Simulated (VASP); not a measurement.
# PbSe (Amm2) in VASP: single point with PBE

Aim: the single point of PbSe with PBE.

All numbers are computed with VASP 6.6.1; they aren't measurements. Logs are shortened: lines on timing, memory, paths and dates and some standing lists are left out, and cuts for length are marked.

## Step 1: The cell of the first run

It takes space group Amm2 (No. 38, orthorhombic). The conventional cell has a = 4.434 Å, b = 4.547 Å, c = 12.975 Å, α = 90.00°, β = 90.00°, γ = 90.00°. Within 4.2 Å of Pb (site symmetry mm2) lie 7 Se at 3.18 to 3.83 Å and 2 Pb at 3.84 Å. Pb (site symmetry mm2) has 7 Se at 3.13 to 4.05 Å and 2 Pb at 3.84 Å within 4.1 Å. Se (site symmetry mm2) has 7 Pb at 3.18 to 3.83 Å and 2 Se at 3.98 Å within 4.2 Å. Se (site symmetry mm2) has 7 Pb at 3.13 to 4.05 Å and 2 Se at 3.98 Å within 4.1 Å.

## Step 2: Single point, PBE (strained and its atoms moved)

File INCAR:

```
SYSTEM = PbSe
PREC = Accurate
ENCUT = 520
EDIFF = 1E-7
ISMEAR = 0
SIGMA = 0.02
LREAL = .FALSE.
LASPH = .TRUE.
NELM = 60
ALGO = Normal
ISIF = 2
LWAVE = .FALSE.
LCHARG = .FALSE.
GGA = PE
NBANDS = 28
```

File KPOINTS:

```
regular mesh
0
G
  8 8 6
  0 0 0
```

File POSCAR:

```
PbSe
1.0
    2.2735240950     -6.4874467358      0.0000000000
    2.2735240950      6.4874467358      0.0000000000
    0.0000000000      0.0000000000      4.4342047635
Pb Se
2 2
Direct
    0.6156043372      0.3843956628      0.7500000000
    0.3739766295      0.6260233705      0.2500000000
    0.8776748349      0.1223251651      0.7500000000
    0.1327441984      0.8672558016      0.2500000000
```

Potentials or basis: VASP PAW PBE potentials, release 64 (Pb_d, Se).

Run with:

```bash
cat potpaw_PBE.64/Pb_d/POTCAR potpaw_PBE.64/Se/POTCAR > POTCAR
mpirun -np 1 vasp_std > vasp.out
```

OUTCAR:

```text
SYSTEM = PbSe
   PREC = Accurate
   ENCUT = 520
   EDIFF = 1E-7
   ISMEAR = 0
   LREAL = .FALSE.
   LASPH = .TRUE.
   NELM = 60
   ISIF = 2
   GGA = PE

 ion  position               nearest neighbor table
   1  0.616  0.384  0.750-   4 3.18   4 3.18   4 3.18   4 3.18   3 3.40   2 3.84   2 3.84
   2  0.374  0.626  0.250-   4 3.13   3 3.18   3 3.18   3 3.18   3 3.18   1 3.84   1 3.84
   3  0.878  0.122  0.750-   2 3.18   2 3.18   2 3.18   2 3.18   1 3.40
   4  0.133  0.867  0.250-   2 3.13   1 3.18   1 3.18   1 3.18   1 3.18

  LATTYP: Found a base centered orthorhombic cell.
 ALAT       =     4.5470481900
 B/A-ratio  =     2.8534761299
 C/A-ratio  =     0.9751831470

  Lattice vectors:

 A1 = (   2.2735240950,  -6.4874467358,   0.0000000000)
 A2 = (   2.2735240950,   6.4874467358,   0.0000000000)
 A3 = (   0.0000000000,   0.0000000000,   4.4342047635)

Analysis of symmetry for initial positions (statically):
=====================================================================
 Subroutine PRICEL returns:
 Original cell was already a primitive cell.

 Routine SETGRP: Setting up the symmetry group for a
 base centered orthorhombic supercell.

 Subroutine GETGRP returns: Found  4 space group operations
 (whereof  2 operations were pure point group operations)
 out of a pool of  8 trial point group operations.

The static configuration has the point symmetry C_1h.
 The point group associated with its full space group is C_2v.

Analysis of symmetry for dynamics (positions and initial velocities):
=====================================================================
 Subroutine PRICEL returns:
 Original cell was already a primitive cell.

 Routine SETGRP: Setting up the symmetry group for a
 base centered orthorhombic supercell.

 Subroutine GETGRP returns: Found  4 space group operations
 (whereof  2 operations were pure point group operations)
 out of a pool of  8 trial point group operations.

The dynamic configuration has the point symmetry C_1h.
 The point group associated with its full space group is C_2v.

 Subroutine INISYM returns: Found  4 space group operations
 (whereof  2 operations are pure point group operations),
 and found     1 'primitive' translations

----------------------------------------------------------------------------------------

                                     Primitive cell

  volume of cell :     130.8034

  direct lattice vectors                    reciprocal lattice vectors
     2.273524095 -6.487446736  0.000000000     0.219922895 -0.077071924  0.000000000
     2.273524095  6.487446736  0.000000000     0.219922895  0.077071924  0.000000000
     0.000000000  0.000000000  4.434204764     0.000000000  0.000000000  0.225519581

  length of vectors
     6.874291015  6.874291015  4.434204764     0.233036823  0.233036823  0.225519581

  position of ions in fractional coordinates (direct lattice)
     0.615604337  0.384395663  0.750000000
     0.373976629  0.626023371  0.250000000
     0.877674835  0.122325165  0.750000000
     0.132744198  0.867255802  0.250000000

  ion indices of the primitive-cell ions
   primitive index   ion index
                 1           1
                 2           2
                 3           3
                 4           4

----------------------------------------------------------------------------------------

 KPOINTS: regular mesh

Automatic generation of k-mesh.
 Grid dimensions read from file:
 generate k-points for:    8    8    6

 Generating k-lattice:

  Cartesian coordinates                     Fractional coordinates (reciprocal lattice)
     0.027490362 -0.009633990  0.000000000     0.125000000  0.000000000  0.000000000
     0.027490362  0.009633990  0.000000000     0.000000000  0.125000000  0.000000000
     0.000000000  0.000000000  0.037586597     0.000000000  0.000000000  0.166666667

  Length of vectors
     0.029129603  0.029129603  0.037586597

  Shift w.r.t. Gamma in fractional coordinates (k-lattice)
     0.000000000  0.000000000  0.000000000

 Subroutine IBZKPT returns following result:
 ===========================================

 Found     84 irreducible k-points:

 Following reciprocal coordinates:
            Coordinates               Weight
  0.000000  0.000000  0.000000      1.000000
  0.125000  0.000000  0.000000      4.000000
  0.250000  0.000000  0.000000      4.000000
  0.375000  0.000000  0.000000      4.000000
  0.500000  0.000000  0.000000      2.000000
  0.125000  0.125000  0.000000      2.000000
[... 16 lines left out ...]
  0.125000  0.000000  0.166667      8.000000
  0.250000  0.000000  0.166667      8.000000
 [... further k-points ...]
   k-points           NKPTS =     84   k-points in BZ     NKDIM =     84   number of bands    NBANDS=     28
   number of dos      NEDOS =    301   number of ions     NIONS =      4
   total plane-waves  NPLWV = 104976
   dimension x,y,z NGX =    54 NGY =   54 NGZ =   36
   dimension x,y,z NGXF=   108 NGYF=  108 NGZF=   72
   ions per type =               2   2
   NGX,Y,Z   is equivalent  to a cutoff of  13.06, 13.06, 13.50 a.u.
   NGXF,Y,Z  is equivalent  to a cutoff of  26.12, 26.12, 26.99 a.u.
 SYSTEM =  PbSe
   PREC   = accura    normal or accurate (medium, high low for compatibility)
   ISTART =      0    job   : 0-new  1-cont  2-samecut
   ICHARG =      2    charge: 1-file 2-atom 10-const
   ISPIN  =      1    spin polarized calculation?
   LNONCOLLINEAR =      F non collinear calculations
   LSORBIT =      F    spin-orbit coupling
   LASPH  =      T    aspherical Exc in radial PAW
   ENCUT  =  520.0 eV  38.22 Ry    6.18 a.u.  12.78 12.78  8.24*2*pi/ulx,y,z
   NELM   =     60;   NELMIN=  2; NELMDL= -5     # of ELM steps
   EDIFF  = 0.1E-06   stopping-criterion for ELM
   LREAL  =      F    real-space projection
   EDIFFG = 0.1E-05   stopping-criterion for IOM
   NSW    =      0    number of steps for IOM
   IBRION =     -1    ionic relax: 0-MD 1-quasi-New 2-CG
   NFREE  =      0    steps in history (QN), initial steepest desc. (CG)
   ISIF   =      2    stress and relaxation
   ISYM   =      2    0-nonsym 1-usesym 2-fastsym
   POTIM  = 0.5000    time-step for ionic-motion
   TEBEG  =    0.0;   TEEND  =   0.0 temperature during run
   PSTRESS=    0.0 pullay stress
   NELECT =      40.0000    total number of electrons
   NUPDOWN=      -1.0000    fix difference up-down
   EMIN   =  10.00;   EMAX   =-10.00  energy-range for DOS
   EFERMI =   0.00;   METHOD = LEGACY
   ISMEAR =     0;   SIGMA  =   0.02  broadening in eV -4-tet -1-fermi 0-gaus
   EFERMI_NEDOS =   21; number of points for ismear=-14 and -15
   IALGO  =     38    algorithm
   IMIX   =      4    mixing-type and parameters
     AMIX     =   0.40;   BMIX     =  1.00
     AMIX_MAG =   1.60;   BMIX_MAG =  1.00
  volume/ion in A,a.u.               =      32.70       220.68
  Fermi-wavevector in a.u.,A,eV,Ry     =   1.102948  2.084270 16.551416  1.216495
  Thomas-Fermi vector in A             =   2.239399
   LORBIT       =      0    0 simple, 1 ext, 2 COOP (PROOUT), +10 PAW based schemes
   GGA     = PE    functional components
   LHFCALC =     F    Hartree Fock is set to
   AEXX    =    0.0000 exact exchange contribution
   IVDW    =     0    specifies the selected vdW correction
   LEPSILON=     F    determine dielectric tensor
   LRPA    =     F    only Hartree local field effects (RPA)
 non-spin polarized calculation
 Gauss-broadening in eV      SIGMA  =   0.02
  energy-cutoff  :      520.00
  volume of cell :      130.80
 maximum number of plane-waves:      3556
 NGX is ok and might be reduce to    54
   NGX = 25   NGY = 25   NGZ = 17

 number of electron      39.9999999 magnetization

 Free energy of the ion-electron system (eV)
  ---------------------------------------------------
  ext. energy  EPLUGINS =         0.00000000
  ---------------------------------------------------
  free energy    TOTEN  =       -15.73635004 eV

  energy without entropy =      -15.73635004  energy(sigma->0) =      -15.73635004

 E-fermi :   3.6115     XC(G=0):  -8.9894

 val. band max:        3.4677452378   @ k =   0.2500   0.2500   0.0000
 cond. band min:       3.7959084874   @ k =   0.5000   0.5000   0.5000
 fundamental gap:      0.3281632496
 Fermi energy:         3.6114694198

 k-point     1 :       0.0000    0.0000    0.0000
  band No.  band energies     occupation
      1     -13.4289      2.00000
      2     -13.4071      2.00000
      3     -13.3782      2.00000
      4     -13.3628      2.00000
      5     -13.3408      2.00000
      6     -13.1974      2.00000
[... 20 lines left out ...]
     27       8.5589      0.00000
     28       9.9408      0.00000

 k-point     2 :       0.1250    0.0000    0.0000
  band No.  band energies     occupation
      1     -13.4269      2.00000
      2     -13.4068      2.00000
      3     -13.3792      2.00000
      4     -13.3604      2.00000
      5     -13.3425      2.00000
      6     -13.1955      2.00000
[... 20 lines left out ...]
     27       8.9677      0.00000
     28      10.0542      0.00000

 k-point     3 :       0.2500    0.0000    0.0000
  band No.  band energies     occupation
      1     -13.4222      2.00000
      2     -13.4062      2.00000
      3     -13.3816      2.00000
      4     -13.3546      2.00000
      5     -13.3466      2.00000
      6     -13.1913      2.00000
[... 20 lines left out ...]
     27       9.8444      0.00000
     28      10.5051      0.00000

 k-point     4 :       0.3750    0.0000    0.0000
  band No.  band energies     occupation
      1     -13.4178      2.00000
      2     -13.4055      2.00000
      3     -13.3840      2.00000
      4     -13.3508      2.00000
      5     -13.3485      2.00000
      6     -13.1875      2.00000
[... 578 lines left out ...]
     27       9.0095      0.00000
     28      10.5019      0.00000

 k-point    23 :       0.1250    0.0000    0.1667
  band No.  band energies     occupation
      1     -13.4224      2.00000
      2     -13.4080      2.00000
      3     -13.3791      2.00000
      4     -13.3565      2.00000
      5     -13.3472      2.00000
      6     -13.1907      2.00000
[... 20 lines left out ...]
     27       9.5241      0.00000
     28      10.6412      0.00000

 k-point    24 :       0.2500    0.0000    0.1667
  band No.  band energies     occupation
      1     -13.4184      2.00000
      2     -13.4075      2.00000
      3     -13.3814      2.00000
      4     -13.3535      2.00000
      5     -13.3507      2.00000
      6     -13.1866      2.00000
[... 20 lines left out ...]
     27      10.1696      0.00000
     28      10.6479      0.00000

 [... further k-points ...]
[... 5 lines left out ...]
  --------------------------------------------------------------------------------------
  -------------------------------------------------------------------------------------
  Total       -4.3598803     -4.2407596     -1.6684374      0.0000000      0.0000000      0.0000000
  in kB      -53.4030481    -51.9439688    -20.4362588      0.0000000      0.0000000      0.0000000
  external PRESSURE =     -41.9277586 kB  Pullay stress =       0.0000000 kB

 VOLUME and BASIS-vectors are now :
 -----------------------------------------------------------------------------
  energy-cutoff  :      520.00
  volume of cell :      130.80
      direct lattice vectors                 reciprocal lattice vectors
     2.273524095 -6.487446736  0.000000000     0.219922895 -0.077071924  0.000000000
     2.273524095  6.487446736  0.000000000     0.219922895  0.077071924  0.000000000
     0.000000000  0.000000000  4.434204764     0.000000000  0.000000000  0.225519581

 POSITION                                       TOTAL-FORCE (eV/Angst)
 -----------------------------------------------------------------------------------
      2.27352     -1.49995      3.32565         0.000000     -0.609467      0.000000
      2.27352      1.63514      1.10855         0.000000      0.736029      0.000000
      2.27352     -4.90029      3.32565         0.000000      0.453239      0.000000
      2.27352      4.76510      1.10855         0.000000     -0.579800      0.000000
 -----------------------------------------------------------------------------------
    total drift:                                0.000000     -0.000173      0.000000

  FREE ENERGIE OF THE ION-ELECTRON SYSTEM (eV)
  ---------------------------------------------------
  free  energy   TOTEN  =       -15.7363500414 eV

  energy  without entropy=      -15.7363500414  energy(sigma->0) =      -15.73635004
```

Run time: 6.3 min. Hardware: 1 thread of Intel Xeon Platinum 8375C at 2.90GHz (Ice Lake), shared host; peak memory 0.46 GiB.

Results:

| Item | Value |
| --- | --- |
| Free energy | -15.7364 eV |
| Pressure | -4.2 GPa |
| Largest force | 0.736 eV/Å |
| Band gap on the k mesh | 0.33 eV (least direct gap 0.55 eV) |

Forces in eV/Å, atoms in the order of the input:
```
Pb   0.000 -0.609  0.000
Pb   0.000  0.736  0.000
Se   0.000  0.453  0.000
Se   0.000 -0.580  0.000
```

Stress tensor (GPa, compression positive):
```
-5.34  0.00  0.00
 0.00 -5.19  0.00
 0.00  0.00 -2.04
```

Levels at points of the mesh, in eV from the valence-band top:
```
           k point  band 16  band 17  band 18  band 19  band 20  band 21  band 22  band 23  band 24  band 25
(0.00, 0.00, 0.00)    -2.22    -2.00    -1.91    -1.12    -0.27     3.02     3.92     4.36     4.53     4.84
(0.50, 0.00, 0.00)    -1.52    -0.98    -0.57    -0.47    -0.01     1.35     1.41     1.61     1.77     2.73
(0.50, 0.50, 0.00)    -1.77    -1.66    -1.47    -1.36    -1.18     0.92     3.46     3.90     4.56     4.91
(0.00, 0.00, 0.50)    -2.04    -0.99    -0.88    -0.41    -0.10     0.90     0.97     1.90     2.02     3.58
(0.50, 0.00, 0.50)    -3.58    -3.05    -3.02    -1.18    -0.97     2.11     2.37     4.97     5.24     5.41
(0.50, 0.50, 0.50)    -0.98    -0.95    -0.93    -0.57    -0.37     0.33     0.61     2.22     2.33     2.55
```

Caveat: the cell differs from its parent crystal (strained and its atoms moved); the cell stands under tension; spin-orbit coupling is left out, which moves the levels of the heavy elements. A k mesh can miss the band edges.
